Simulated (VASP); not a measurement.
Be: single point with PBEsol

The system is Be.

```
CELL_PARAMETERS angstrom
2.31537 0.00000 0.00000
-1.15769 2.00517 0.00000
0.00000 0.00000 3.63137
ATOMIC_POSITIONS crystal
Be 0.66667 0.33333 0.75000
Be 0.33333 0.66667 0.25000
```

```
Program             : VASP 6.6.1
Task                : single point
Functional          : PBEsol
Potentials or basis : VASP PAW PBE potentials, release 64 (Be)
Cutoff              : 520 eV
k mesh              : 13 × 13 × 8
Occupations         : fermi-dirac, width 0.05 eV
Spin                : no spin polarisation
```

| Property | Result |
| --- | --- |
| Pressure | -7.6 GPa |
| Band gap on the k mesh | zero (bands 2 and 3 overlap by 1.59 eV) |

Stress tensor (GPa, compression positive):
```
-7.16  0.00  0.00
 0.00 -7.16  0.00
 0.00  0.00 -8.56
```

Levels at points of the mesh, in eV from the Fermi level:
| k point | band 1 | band 2 | band 3 | band 4 | band 5 | band 6 | band 7 |
| --- | --- | --- | --- | --- | --- | --- | --- |
| (0.00, 0.00, 0.00) | -10.85 | -4.05 | 1.13 | 15.28 | 15.28 | 18.02 | 18.02 |
| (0.00, 0.00, 0.50) | -8.73 | -8.73 | 10.45 | 10.45 | 16.86 | 16.86 | 16.86 |

Run time: 16 s on 1 thread of Intel Xeon 8259CL (shared host), peak memory 0.13 GiB.

Caveat: the cell stands under tension; the PAW data sets were made with another functional, which shifts forces and pressure a little.
